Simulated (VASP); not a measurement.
Write the native input for VASP 6.6.1 that does the following.

- Task: single point
- Functional: PBE
- Potentials or basis: VASP PAW PBE potentials, release 64 (Cu_sv_GW, O)
- Cutoff: 700 eV
- k mesh: 9 × 4 × 4
- Occupations: fermi-dirac, width 0.05 eV
- Spin: no spin polarisation
- Dipole correction: no
- Further INCAR settings: ALGO = Normal; EDIFF = 1e-06; NBANDS = 22

The structure of CuO2 lies in POSCAR:

```
CuO2
1.0
    2.4212910000      0.0000000000      0.0000000000
    0.0000000000      6.4459520000      0.0000000000
    0.0000000000      0.0000000000      7.0670430000
Cu O
1 2
Direct
    0.0000000000      0.5000000000      0.0000000000
    0.0000000000      0.5000000000      0.4124350000
    0.0000000000      0.5000000000      0.5875650000
```

The input as run:

INCAR

```
SYSTEM = CuO2
PREC     = Accurate       ! precision mode
ENCUT    = 700            ! plane-wave cutoff, eV
EDIFF    = 1E-6           ! SCF threshold, eV
ISMEAR   = -1             ! smearing method
SIGMA    = 0.05           ! smearing width, eV
LREAL    = .False.        ! projectors in reciprocal space
LASPH    = .True.         ! aspherical terms in the spheres
NELM     = 120            ! most SCF steps
ALGO     = Normal         ! electronic algorithm
ISIF     = 2              ! what is computed and relaxed
LWAVE    = .False.        ! write WAVECAR
LCHARG   = .True.         ! write CHGCAR
GGA      = PE             ! functional
LELF     = .True.         ! ELF
LVHAR    = .True.       
NBANDS   = 22             ! bands
GGA_COMPAT= .False.
```

KPOINTS

```
regular mesh
0
Gamma
  9 4 4
  0 0 0
```

Potentials or basis: VASP PAW PBE potentials, release 64 (Cu_sv_GW, O).

The run is started by

```bash
$ cat potpaw_PBE.64/Cu_sv_GW/POTCAR potpaw_PBE.64/O/POTCAR > POTCAR
$ mpirun -np 1 vasp_std > vasp.out
```

It gave:

```json
{
  "Pressure": "-1.2 GPa",
  "Largest force": "0.370 eV/Å",
  "Band gap on the k mesh": "zero (an odd number of electrons rules out a gap without spin polarisation)"
}
```

Caveat: the standard files for N, O and F lose accuracy on very short bonds; an odd number of electrons without spin polarisation forces a metal; a magnetic or distorted state may lie lower; semilocal functionals often make such compounds metallic where correlation or magnetic order opens a gap, which also shifts bond lengths.

Wall time 7.1 min on 1 thread of Intel(R) Xeon(R) Platinum 8488C (Sapphire Rapids), on a shared host, peak memory 0.4 GiB.
